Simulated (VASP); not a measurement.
# AlNi3 (Pm-3m) in VASP: notebook

The runs below take AlNi3 through single point, with PBE.

Program: VASP 6.6.1. These are calculated values, not measurements. Logs are shortened: lines on timing, memory, paths and dates and some standing lists are left out, and cuts for length are marked.

## 1. The cell of the first run

It takes space group Pm-3m (No. 221, cubic). The conventional cell has a = 3.519 Å, b = 3.519 Å, c = 3.519 Å, α = 90.00°, β = 90.00°, γ = 90.00°. Within 3.3 Å of Al (site symmetry m-3m) lie 12 Ni at 2.49 Å. Ni (site symmetry 4/mmm) has 4 Al at 2.49 Å and 8 Ni at 2.49 Å within 3.3 Å.

## 2. Single point, PBE, collinear spin, ferromagnetic start

The input, INCAR:

```
PREC = Accurate ; ENCUT = 520
EDIFF = 1E-7 ; ISMEAR = 0
SIGMA = 0.1 ; LREAL = False
LASPH = True ; NELM = 150
ALGO = Fast ; ISIF = 2
LWAVE = False ; LCHARG = False
ISPIN = 2 ; MAGMOM = 0 0.3 0.3 0.3
LORBIT = 11 ; LMAXMIX = 4
GGA = PE ; NBANDS = 28
```

The input, KPOINTS:

```
regular mesh
0
Gamma
  12 12 12
```

The input, POSCAR:

```
AlNi3
1.0
    3.5193368829      0.0000000000      0.0000000000
    0.0000000000      3.5193368829      0.0000000000
    0.0000000000      0.0000000000      3.5193368829
Al Ni
1 3
Direct
    0.0000000000      0.0000000000      0.0000000000
    0.0000000000      0.5000000000      0.5000000000
    0.5000000000      0.0000000000      0.5000000000
    0.5000000000      0.5000000000      0.0000000000
```

Potentials or basis: VASP PAW PBE potentials, release 64 (Al, Ni).

The run is started by

```console
$ cat potpaw_PBE.64/Al/POTCAR potpaw_PBE.64/Ni/POTCAR > POTCAR
$ mpirun -np 1 vasp_std > vasp.out
```

OUTCAR:

```text
PREC = Accurate
   ENCUT = 520
   EDIFF = 1E-7
   ISMEAR = 0
   LREAL = False
   LASPH = True
   NELM = 150
   ISIF = 2
   ISPIN = 2
   LORBIT = 11
   GGA = PE

 ion  position               nearest neighbor table
   1  0.000  0.000  0.000-   2 2.49   3 2.49   4 2.49   2 2.49   3 2.49   2 2.49   4 2.49   2 2.49
                             3 2.49   4 2.49   3 2.49   4 2.49
   2  0.000  0.500  0.500-   1 2.49   3 2.49   4 2.49   1 2.49   4 2.49   1 2.49   3 2.49   1 2.49
                             3 2.49   4 2.49   4 2.49   3 2.49
   3  0.500  0.000  0.500-   1 2.49   2 2.49   4 2.49   1 2.49   4 2.49   2 2.49   4 2.49   4 2.49
                             1 2.49   2 2.49   1 2.49   2 2.49
   4  0.500  0.500  0.000-   1 2.49   2 2.49   3 2.49   2 2.49   3 2.49   1 2.49   3 2.49   3 2.49
                             1 2.49   2 2.49   2 2.49   1 2.49

  LATTYP: Found a simple cubic cell.
 ALAT       =     3.5193368829

  Lattice vectors:

 A1 = (   3.5193368829,   0.0000000000,   0.0000000000)
 A2 = (   0.0000000000,   3.5193368829,   0.0000000000)
 A3 = (   0.0000000000,   0.0000000000,   3.5193368829)

Analysis of symmetry for initial positions (statically):
=====================================================================
 Subroutine PRICEL returns:
 Original cell was already a primitive cell.

 Routine SETGRP: Setting up the symmetry group for a
 simple cubic supercell.

 Subroutine GETGRP returns: Found 48 space group operations
 (whereof 48 operations were pure point group operations)
 out of a pool of 48 trial point group operations.

The static configuration has the point symmetry O_h .

Analysis of symmetry for dynamics (positions and initial velocities):
=====================================================================
 Subroutine PRICEL returns:
 Original cell was already a primitive cell.

 Routine SETGRP: Setting up the symmetry group for a
 simple cubic supercell.

 Subroutine GETGRP returns: Found 48 space group operations
 (whereof 48 operations were pure point group operations)
 out of a pool of 48 trial point group operations.

The dynamic configuration has the point symmetry O_h .

Analysis of structural, dynamic, and magnetic symmetry:
=====================================================================
 Subroutine PRICEL returns:
 Original cell was already a primitive cell.

 Routine SETGRP: Setting up the symmetry group for a
 simple cubic supercell.

 Subroutine GETGRP returns: Found 48 space group operations
 (whereof 48 operations were pure point group operations)
 out of a pool of 48 trial point group operations.

The overall configuration has the point symmetry O_h .

 Subroutine INISYM returns: Found 48 space group operations
 (whereof 48 operations are pure point group operations),
 and found     1 'primitive' translations

----------------------------------------------------------------------------------------

                                     Primitive cell

  volume of cell :      43.5896

  direct lattice vectors                    reciprocal lattice vectors
     3.519336883  0.000000000  0.000000000     0.284144438  0.000000000  0.000000000
     0.000000000  3.519336883  0.000000000     0.000000000  0.284144438  0.000000000
     0.000000000  0.000000000  3.519336883     0.000000000  0.000000000  0.284144438

  length of vectors
     3.519336883  3.519336883  3.519336883     0.284144438  0.284144438  0.284144438

  position of ions in fractional coordinates (direct lattice)
     0.000000000  0.000000000  0.000000000
     0.000000000  0.500000000  0.500000000
     0.500000000  0.000000000  0.500000000
     0.500000000  0.500000000  0.000000000

  ion indices of the primitive-cell ions
   primitive index   ion index
                 1           1
                 2           2
                 3           3
                 4           4

----------------------------------------------------------------------------------------

 KPOINTS: regular mesh

Automatic generation of k-mesh.
 Grid dimensions read from file:
 generate k-points for:   12   12   12

 Generating k-lattice:

  Cartesian coordinates                     Fractional coordinates (reciprocal lattice)
     0.023678703  0.000000000  0.000000000     0.083333333  0.000000000  0.000000000
     0.000000000  0.023678703  0.000000000     0.000000000  0.083333333  0.000000000
     0.000000000  0.000000000  0.023678703     0.000000000  0.000000000  0.083333333

  Length of vectors
     0.023678703  0.023678703  0.023678703

  Shift w.r.t. Gamma in fractional coordinates (k-lattice)
     0.000000000  0.000000000  0.000000000

 Subroutine IBZKPT returns following result:
 ===========================================

 Found     84 irreducible k-points:

 Following reciprocal coordinates:
            Coordinates               Weight
  0.000000  0.000000  0.000000      1.000000
  0.083333  0.000000  0.000000      6.000000
  0.166667  0.000000  0.000000      6.000000
  0.250000  0.000000  0.000000      6.000000
  0.333333  0.000000  0.000000      6.000000
  0.416667  0.000000  0.000000      6.000000
[... 16 lines left out ...]
  0.333333  0.333333  0.000000     12.000000
  0.416667  0.333333  0.000000     24.000000
 [... further k-points ...]
   k-points           NKPTS =     84   k-points in BZ     NKDIM =     84   number of bands    NBANDS=     28
   number of dos      NEDOS =    301   number of ions     NIONS =      4
   total plane-waves  NPLWV =  21952
   dimension x,y,z NGX =    28 NGY =   28 NGZ =   28
   dimension x,y,z NGXF=    56 NGYF=   56 NGZF=   56
   ions per type =               1   3
   NGX,Y,Z   is equivalent  to a cutoff of  13.23, 13.23, 13.23 a.u.
   NGXF,Y,Z  is equivalent  to a cutoff of  26.45, 26.45, 26.45 a.u.
 SYSTEM =  unknown system
   PREC   = accura    normal or accurate (medium, high low for compatibility)
   ISTART =      0    job   : 0-new  1-cont  2-samecut
   ICHARG =      2    charge: 1-file 2-atom 10-const
   ISPIN  =      2    spin polarized calculation?
   LNONCOLLINEAR =      F non collinear calculations
   LSORBIT =      F    spin-orbit coupling
   LASPH  =      T    aspherical Exc in radial PAW
   ENCUT  =  520.0 eV  38.22 Ry    6.18 a.u.   6.54  6.54  6.54*2*pi/ulx,y,z
   NELM   =    150;   NELMIN=  2; NELMDL= -5     # of ELM steps
   EDIFF  = 0.1E-06   stopping-criterion for ELM
   LREAL  =      F    real-space projection
   EDIFFG = 0.1E-05   stopping-criterion for IOM
   NSW    =      0    number of steps for IOM
   IBRION =     -1    ionic relax: 0-MD 1-quasi-New 2-CG
   NFREE  =      0    steps in history (QN), initial steepest desc. (CG)
   ISIF   =      2    stress and relaxation
   ISYM   =      2    0-nonsym 1-usesym 2-fastsym
   POTIM  = 0.5000    time-step for ionic-motion
   TEBEG  =    0.0;   TEEND  =   0.0 temperature during run
   PSTRESS=    0.0 pullay stress
   NELECT =      33.0000    total number of electrons
   NUPDOWN=      -1.0000    fix difference up-down
   EMIN   =  10.00;   EMAX   =-10.00  energy-range for DOS
   EFERMI =   0.00;   METHOD = LEGACY
   ISMEAR =     0;   SIGMA  =   0.10  broadening in eV -4-tet -1-fermi 0-gaus
   EFERMI_NEDOS =   21; number of points for ismear=-14 and -15
   IALGO  =     68    algorithm
   IMIX   =      4    mixing-type and parameters
     AMIX     =   0.40;   BMIX     =  1.00
     AMIX_MAG =   1.60;   BMIX_MAG =  1.00
  volume/ion in A,a.u.               =      10.90        73.54
  Fermi-wavevector in a.u.,A,eV,Ry     =   1.492057  2.819578 30.289738  2.226233
  Thomas-Fermi vector in A             =   2.604633
   LORBIT       =     11    0 simple, 1 ext, 2 COOP (PROOUT), +10 PAW based schemes
   GGA     = PE    functional components
   LHFCALC =     F    Hartree Fock is set to
   AEXX    =    0.0000 exact exchange contribution
   IVDW    =     0    specifies the selected vdW correction
   LEPSILON=     F    determine dielectric tensor
   LRPA    =     F    only Hartree local field effects (RPA)
 spin polarized calculation
 RMM-DIIS sequential band-by-band and
 Gauss-broadening in eV      SIGMA  =   0.10
  energy-cutoff  :      520.00
  volume of cell :       43.59
 maximum number of plane-waves:      1208
 NGX is ok and might be reduce to    28
   NGX = 13   NGY = 13   NGZ = 13

 number of electron      32.9999980 magnetization       0.6896040

 Free energy of the ion-electron system (eV)
  ---------------------------------------------------
  ext. energy  EPLUGINS =         0.00000000
  ---------------------------------------------------
  free energy    TOTEN  =       -21.86278922 eV

  energy without entropy =      -21.84671377  energy(sigma->0) =      -21.85475150

 E-fermi :   9.9788     XC(G=0): -12.8713

 val. band max:        9.9786692811   @ k =   0.3333   0.3333   0.1667
 cond. band min:       9.9795257436   @ k =   0.5000   0.3333   0.2500
 fundamental gap:      0.0008564625
 Fermi energy:         9.9787638425

 spin component 1

 k-point     1 :       0.0000    0.0000    0.0000
  band No.  band energies     occupation
      1      -0.2134      1.00000
      2       5.4815      1.00000
      3       6.1691      1.00000
      4       6.1691      1.00000
      5       6.5352      1.00000
      6       6.5352      1.00000
[... 20 lines left out ...]
     27      24.2369      0.00000
[... 691 lines left out ...]
      6       7.1597      1.00000
[... 20 lines left out ...]
     27      23.6667      0.00000
     28      24.0232      0.00000

 [... further k-points ...]

 spin component 2

 k-point     1 :       0.0000    0.0000    0.0000
  band No.  band energies     occupation
      1      -0.2425      1.00000
      2       5.5553      1.00000
      3       6.3151      1.00000
      4       6.3151      1.00000
      5       6.8133      1.00000
      6       6.8133      1.00000
[... 20 lines left out ...]
     27      24.2357      0.00000
[... 691 lines left out ...]
      6       7.4261      1.00000
[... 20 lines left out ...]
     27      23.6473      0.00000
     28      24.0359      0.00000

 [... further k-points ...]
[... 5 lines left out ...]
  --------------------------------------------------------------------------------------
  -------------------------------------------------------------------------------------
  Total        2.1594265      2.1594265      2.1594265      0.0000000      0.0000000     -0.0000000
  in kB       79.3718474     79.3718474     79.3718474      0.0000000      0.0000000     -0.0000000
  external PRESSURE =      79.3718474 kB  Pullay stress =       0.0000000 kB

 VOLUME and BASIS-vectors are now :
 -----------------------------------------------------------------------------
  energy-cutoff  :      520.00
  volume of cell :       43.59
      direct lattice vectors                 reciprocal lattice vectors
     3.519336883  0.000000000  0.000000000     0.284144438  0.000000000  0.000000000
     0.000000000  3.519336883  0.000000000     0.000000000  0.284144438  0.000000000
     0.000000000  0.000000000  3.519336883     0.000000000  0.000000000  0.284144438

 POSITION                                       TOTAL-FORCE (eV/Angst)
 -----------------------------------------------------------------------------------
      0.00000      0.00000      0.00000         0.000000      0.000000      0.000000
      0.00000      1.75967      1.75967         0.000000      0.000000      0.000000
      1.75967      0.00000      1.75967         0.000000      0.000000      0.000000
      1.75967      1.75967      0.00000         0.000000      0.000000      0.000000
 -----------------------------------------------------------------------------------
    total drift:                                0.000000      0.000000      0.000000

  FREE ENERGIE OF THE ION-ELECTRON SYSTEM (eV)
  ---------------------------------------------------
  free  energy   TOTEN  =       -21.8627892219 eV

  energy  without entropy=      -21.8467137712  energy(sigma->0) =      -21.85475150

 total charge

# of ion       s       p       d       tot
------------------------------------------
    1        0.412   0.407   0.000   0.820
    2        0.508   0.549   8.397   9.454
    3        0.508   0.549   8.397   9.454
    4        0.508   0.549   8.397   9.454
--------------------------------------------------
tot          1.938   2.053  25.191  29.182

 magnetization (x)

# of ion       s       p       d       tot
------------------------------------------
    1       -0.001  -0.008   0.000  -0.009
    2       -0.003  -0.010   0.258   0.245
    3       -0.003  -0.010   0.258   0.245
    4       -0.003  -0.010   0.258   0.245
--------------------------------------------------
tot         -0.010  -0.038   0.774   0.727
```

It took 4.8 min on 1 thread of Oxide Virtual Turin-like, shared host; peak memory 0.24 GiB.

What came out:

```yaml
Free_energy: -21.8628 eV
Pressure: 7.9 GPa
Net_moment: 0.69 μB per cell
Site_moments: Al -0.01; Ni +0.24 μB
Valence_electrons_inside_the_program's_atomic_spheres: Al 0.82; Ni 9.45
```

Caveat: the cell stands under pressure.

[end of part 1 of 2]
